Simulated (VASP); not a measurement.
# Pb (P6_3/mmc) in VASP: further runs, part 2 of 2

VASP 6.6.1. The steps go on from the part before.

**3. Relaxation of cell and atoms, LDA, target pressure 97 GPa, at which the enthalpy is minimised**

This run uses another cell than the first one, of 17.32 Å³/atom, 1.005 times its volume.

Contents of INCAR:

```
SYSTEM = Pb
PREC = Accurate
ENCUT = 600
EDIFF = 1E-6
ISMEAR = -1
SIGMA = 0.05
LREAL = .False.
LASPH = .True.
NELM = 60
ALGO = Normal
ISIF = 3
LWAVE = .False.
LCHARG = .False.
IBRION = 2
NSW = 60
EDIFFG = -0.005
PSTRESS = 970.0
```

Contents of KPOINTS:

```
Automatic mesh
0
Gamma
  15 15 8
  0 0 0
```

Contents of POSCAR:

```
Pb
1.0
    2.9117645987      0.0000000000      0.0000000000
   -1.4558822993      2.5216621123      0.0000000000
    0.0000000000      0.0000000000      4.7170586499
Pb
2
Direct
    0.3333333333      0.6666666667      0.2500000000
    0.6666666667      0.3333333333      0.7500000000
```

Potentials or basis: VASP PAW LDA potentials, release 64 (Pb_d).

Launch:

```console
$ cat potpaw_LDA.64/Pb_d/POTCAR > POTCAR
$ mpirun -np 1 vasp_std > vasp.out
```

OUTCAR:

```text
SYSTEM = Pb
   PREC = Accurate
   ENCUT = 600
   EDIFF = 1E-6
   ISMEAR = -1
   LREAL = .False.
   LASPH = .True.
   NELM = 60
   ISIF = 3
   IBRION = 2
   NSW = 60
   EDIFFG = -0.005
   PSTRESS = 970.0

 ion  position               nearest neighbor table
   1  0.333  0.667  0.250-   2 2.90   2 2.90   2 2.90   2 2.90   2 2.90   2 2.90   2 4.11   2 4.11
                             2 4.11   2 4.11   2 4.11   2 4.11
   2  0.667  0.333  0.750-   1 2.90   1 2.90   1 2.90   1 2.90   1 2.90   1 2.90   1 4.11   1 4.11
                             1 4.11   1 4.11   1 4.11   1 4.11

  LATTYP: Found a hexagonal cell.
 ALAT       =     2.9117645987
 C/A-ratio  =     1.6200000000

  Lattice vectors:

 A1 = (   2.9117645987,   0.0000000000,   0.0000000000)
 A2 = (  -1.4558822993,   2.5216621123,   0.0000000000)
 A3 = (   0.0000000000,   0.0000000000,   4.7170586499)

Analysis of symmetry for initial positions (statically):
=====================================================================
 Subroutine PRICEL returns:
 Original cell was already a primitive cell.

 Routine SETGRP: Setting up the symmetry group for a
 hexagonal supercell.

 Subroutine GETGRP returns: Found 24 space group operations
 (whereof 12 operations were pure point group operations)
 out of a pool of 24 trial point group operations.

The static configuration has the point symmetry D_3d.
 The point group associated with its full space group is D_6h.

Analysis of symmetry for dynamics (positions and initial velocities):
=====================================================================
 Subroutine PRICEL returns:
 Original cell was already a primitive cell.

 Routine SETGRP: Setting up the symmetry group for a
 hexagonal supercell.

 Subroutine GETGRP returns: Found 24 space group operations
 (whereof 12 operations were pure point group operations)
 out of a pool of 24 trial point group operations.

The dynamic configuration has the point symmetry D_3d.
 The point group associated with its full space group is D_6h.

 Subroutine INISYM returns: Found 24 space group operations
 (whereof 12 operations are pure point group operations),
 and found     1 'primitive' translations

----------------------------------------------------------------------------------------

                                     Primitive cell

  volume of cell :      34.6349

  direct lattice vectors                    reciprocal lattice vectors
     2.911764599  0.000000000  0.000000000     0.343434356  0.198281918  0.000000000
    -1.455882299  2.521662112  0.000000000     0.000000000  0.396563836  0.000000000
     0.000000000  0.000000000  4.717058650     0.000000000  0.000000000  0.211996516

  length of vectors
     2.911764599  2.911764599  4.717058650     0.396563836  0.396563836  0.211996516

  position of ions in fractional coordinates (direct lattice)
     0.333333333  0.666666667  0.250000000
     0.666666667  0.333333333  0.750000000

  ion indices of the primitive-cell ions
   primitive index   ion index
                 1           1
                 2           2

----------------------------------------------------------------------------------------

 KPOINTS: Automatic mesh

Automatic generation of k-mesh.
 Grid dimensions read from file:
 generate k-points for:   15   15    8
[... 45 lines left out ...]
 [... further k-points ...]
   k-points           NKPTS =    135   k-points in BZ     NKDIM =    135   number of bands    NBANDS=     18
   number of dos      NEDOS =    301   number of ions     NIONS =      2
   total plane-waves  NPLWV =  23040
   dimension x,y,z NGX =    24 NGY =   24 NGZ =   40
   dimension x,y,z NGXF=    48 NGYF=   48 NGZF=   80
   ions per type =               2
   NGX,Y,Z   is equivalent  to a cutoff of  13.70, 13.70, 14.10 a.u.
   NGXF,Y,Z  is equivalent  to a cutoff of  27.41, 27.41, 28.19 a.u.
 SYSTEM =  Pb
   PREC   = accura    normal or accurate (medium, high low for compatibility)
   ISTART =      0    job   : 0-new  1-cont  2-samecut
   ICHARG =      2    charge: 1-file 2-atom 10-const
   ISPIN  =      1    spin polarized calculation?
   LNONCOLLINEAR =      F non collinear calculations
   LSORBIT =      F    spin-orbit coupling
   LASPH  =      T    aspherical Exc in radial PAW
   ENCUT  =  600.0 eV  44.10 Ry    6.64 a.u.   5.82  5.82  9.42*2*pi/ulx,y,z
   NELM   =     60;   NELMIN=  2; NELMDL= -5     # of ELM steps
   EDIFF  = 0.1E-05   stopping-criterion for ELM
   LREAL  =      F    real-space projection
   EDIFFG = -.5E-02   stopping-criterion for IOM
   NSW    =     60    number of steps for IOM
   IBRION =      2    ionic relax: 0-MD 1-quasi-New 2-CG
   NFREE  =      1    steps in history (QN), initial steepest desc. (CG)
   ISIF   =      3    stress and relaxation
   ISYM   =      2    0-nonsym 1-usesym 2-fastsym
   POTIM  = 0.5000    time-step for ionic-motion
   TEBEG  =    0.0;   TEEND  =   0.0 temperature during run
   PSTRESS=  970.0 pullay stress
   NELECT =      28.0000    total number of electrons
   NUPDOWN=      -1.0000    fix difference up-down
   EMIN   =  10.00;   EMAX   =-10.00  energy-range for DOS
   EFERMI =   0.00;   METHOD = LEGACY
   ISMEAR =    -1;   SIGMA  =   0.05  broadening in eV -4-tet -1-fermi 0-gaus
   EFERMI_NEDOS =   21; number of points for ismear=-14 and -15
   IALGO  =     38    algorithm
   IMIX   =      4    mixing-type and parameters
     AMIX     =   0.40;   BMIX     =  1.00
     AMIX_MAG =   1.60;   BMIX_MAG =  1.00
  volume/ion in A,a.u.               =      17.32       116.86
  Fermi-wavevector in a.u.,A,eV,Ry     =   1.525069  2.881962 31.644894  2.325834
  Thomas-Fermi vector in A             =   2.633289
   LORBIT       =      0    0 simple, 1 ext, 2 COOP (PROOUT), +10 PAW based schemes
   GGA     = CA    functional components
   LHFCALC =     F    Hartree Fock is set to
   AEXX    =    0.0000 exact exchange contribution
   IVDW    =     0    specifies the selected vdW correction
   LEPSILON=     F    determine dielectric tensor
   LRPA    =     F    only Hartree local field effects (RPA)
 conjugate gradient relaxation of ions
 non-spin polarized calculation
  energy-cutoff  :      600.00
  volume of cell :       34.63
 maximum number of plane-waves:      1182
 NGX is ok and might be reduce to    24
   NGX = 11   NGY = 11   NGZ = 19

--------------------------------------- Ionic step        1  -------------------------------------------

 number of electron      27.9999999 magnetization

 Free energy of the ion-electron system (eV)
  ---------------------------------------------------
  ext. energy  EPLUGINS =         0.00000000
  ---------------------------------------------------
  free energy    TOTEN  =        -4.28908335 eV

  energy without entropy =       -4.28230395  energy(sigma->0) =       -4.28569365

------------------------ aborting loop because EDIFF is reached ----------------------------------------

  FORCE on cell =-STRESS in cart. coord.  units (eV):
  Direction    XX          YY          ZZ          XY          YZ          ZX
  --------------------------------------------------------------------------------------
  -------------------------------------------------------------------------------------
  Total       20.1801482     20.1801482     21.6850175      0.0000000      0.0000000     -0.0000000
  in kB      933.5132849    933.5132849   1003.1270183      0.0000000      0.0000000     -0.0000000
  external PRESSURE =     -13.2821373 kB  Pullay stress =     970.0000000 kB
[... 253 lines left out ...]
--------------------------------------- Ionic step        8  -------------------------------------------

 number of electron      28.0000009 magnetization

 Free energy of the ion-electron system (eV)
  ---------------------------------------------------
  ext. energy  EPLUGINS =         0.00000000
  ---------------------------------------------------
  free energy    TOTEN  =        -4.24008586 eV

  energy without entropy =       -4.23442086  energy(sigma->0) =       -4.23725336

 E-fermi :  15.8116     XC(G=0): -13.4484

 val. band max:       15.8023802254   @ k =   0.3333   0.2667   0.0000
 cond. band min:      15.8819778015   @ k =   0.2667   0.0000   0.2500
 fundamental gap:      0.0795975761
 Fermi energy:        15.8116469582

 k-point     1 :       0.0000    0.0000    0.0000
  band No.  band energies     occupation
      1      -3.3966      2.00000
      2      -2.8152      2.00000
      3      -2.7107      2.00000
      4      -2.7107      2.00000
      5      -2.5915      2.00000
      6      -2.5915      2.00000
[... 481 lines left out ...]
      5      -2.4279      2.00000
      6      -2.2434      2.00000
[... 10 lines left out ...]
     17      18.0649      0.00000
     18      19.9332      0.00000

 [... further k-points ...]

------------------------ aborting loop because EDIFF is reached ----------------------------------------

  FORCE on cell =-STRESS in cart. coord.  units (eV):
  Direction    XX          YY          ZZ          XY          YZ          ZX
  --------------------------------------------------------------------------------------
  -------------------------------------------------------------------------------------
  Total       20.9049964     20.9049964     20.9123239      0.0000000      0.0000000      0.0000000
  in kB      969.8683757    969.8683757    970.2083272      0.0000000      0.0000000      0.0000000
  external PRESSURE =      -0.0183072 kB  Pullay stress =     970.0000000 kB
[... 21 lines left out ...]
  energy  without entropy=       -4.2344208571  energy(sigma->0) =       -4.23725336

  enthalpy is  TOTEN    =        16.6677476324 eV   P V=       20.9078334874

 reached required accuracy - stopping structural energy minimisation
```

Wall time 12 min (1 thread of AMD EPYC 7R13, shared host); peak memory 0.19 GiB.

What came out:

```
Free energy                                            : -4.2401 eV
Relaxed volume                                         : 17.27 Å³/atom
Relaxed cell                                           : a = 2.888 Å, b = 2.888 Å, c = 4.780 Å, α = 90.00°, β = 90.00°, γ = 120.00°
Space group after relaxing (to 0.05 Å)                 : P6_3/mmc (No. 194)
Energy change on relaxing (the enthalpy is what falls) : +24.5 meV/atom
Ionic steps                                            : 8
Pressure after relaxing                                : 97.0 GPa
Band gap on the k mesh                                 : zero (band 14 reaches 24.66 eV, above the bottom of band 15 at 11.85 eV)
```

The path:
```
step  energy change (eV)  largest force (eV/Å)  pressure (GPa)  volume (Å³)
   1              0.0000                0.0000           95.67        34.63
   2              0.4528                0.0000          105.30        33.91
   3              0.1742                0.0000           99.59        34.33
   4             -0.2955                0.0000           89.88        35.15
   5              0.0562                0.0000           97.14        34.52
   6              0.0585                0.0000           97.21        34.52
   7              0.0275                0.0000           96.60        34.57
   8              0.0490                0.0000           97.00        34.53
```

Final structure:
```yaml
crystal:
  lattice:
    - [2.88834, 0.00000, 0.00000]
    - [-1.44417, 2.50137, 0.00000]
    - [0.00000, 0.00000, 4.77993]
  atoms:
    - { symbol: Pb, position: [0.33333, 0.66667, 0.25000] }
    - { symbol: Pb, position: [0.66667, 0.33333, 0.75000] }
```

Caveat: the cell is relaxed towards a set pressure, so the enthalpy falls and the energy may rise; spin-orbit coupling is left out, which moves the levels of the heavy elements.

**4. Single point, LDA**

Contents of INCAR:

```
PREC = Accurate
ENCUT = 520
EDIFF = 1E-7
ISMEAR = -1
SIGMA = 0.05
LREAL = False
LASPH = True
NELM = 60
ALGO = Normal
ISIF = 2
LWAVE = False
LCHARG = False
NBANDS = 21
```

Contents of KPOINTS:

```
regular mesh
0
Gamma
  15 15 8
```

Contents of POSCAR:

```
Pb
1.0
    2.8861176731      0.0000000000      0.0000000000
   -1.4430588365      2.4994512232      0.0000000000
    0.0000000000      0.0000000000      4.7765760126
Pb
2
Direct
    0.3333333333      0.6666666667      0.2500000000
    0.6666666667      0.3333333333      0.7500000000
```

Launch:

```console
$ cat potpaw_LDA.64/Pb_d/POTCAR > POTCAR
$ mpirun -np 1 vasp_std > vasp.out
```

It took 41 s on 1 thread of Intel Xeon 6975P-C, shared host; peak memory 0.19 GiB.

Results (log left out):

```yaml
Free_energy: -4.1927 eV
Pressure: 97.9 GPa
Band_gap_on_the_k_mesh: zero (band 14 reaches 24.70 eV, above the bottom of band 15 at 11.88 eV)
```

Levels at points of the mesh, in eV from the Fermi level:
| k point | band 12 | band 13 | band 14 | band 15 | band 16 | band 17 |
| --- | --- | --- | --- | --- | --- | --- |
| (0.00, 0.00, 0.00) | -9.08 | -8.20 | 8.84 | 9.22 | 9.22 | 9.84 |
| (0.00, 0.00, 0.50) | -15.26 | 1.45 | 1.45 | 8.98 | 8.98 | 10.35 |

Caveat: spin-orbit coupling is left out, which moves the levels of the heavy elements.

**5. Overview**

| task | cell | cutoff (eV) | gap on the mesh (eV) | pressure (GPa) |
| --- | --- | --- | --- | --- |
| relaxation of cell and atoms | relaxed to 97 GPa from a = 2.886, b = 2.886, c = 4.777 Å, angles 90.0, 90.0, 120.0°, 2 atoms | 600 | none | 97.0 |
| relaxation of cell and atoms | relaxed to 97 GPa from a = 2.912, b = 2.912, c = 4.717 Å, angles 90.0, 90.0, 120.0°, 2 atoms | 600 | none | 97.0 |
| single point | a = 2.886, b = 2.886, c = 4.777 Å, angles 90.0, 90.0, 120.0°, 2 atoms | 520 | none | 97.9 |

Alike in all rows: level LDA; potentials or basis VASP PAW LDA potentials, release 64 (Pb_d); no spin polarisation; k mesh 15 × 15 × 8; smearing fermi-dirac 0.05 eV.

Caveats: spin-orbit coupling is left out, which moves the levels of the heavy elements; the cell is relaxed towards a set pressure, so the enthalpy falls and the energy may rise (some runs).

Absolute energies hang on the potentials; compare differences alone.
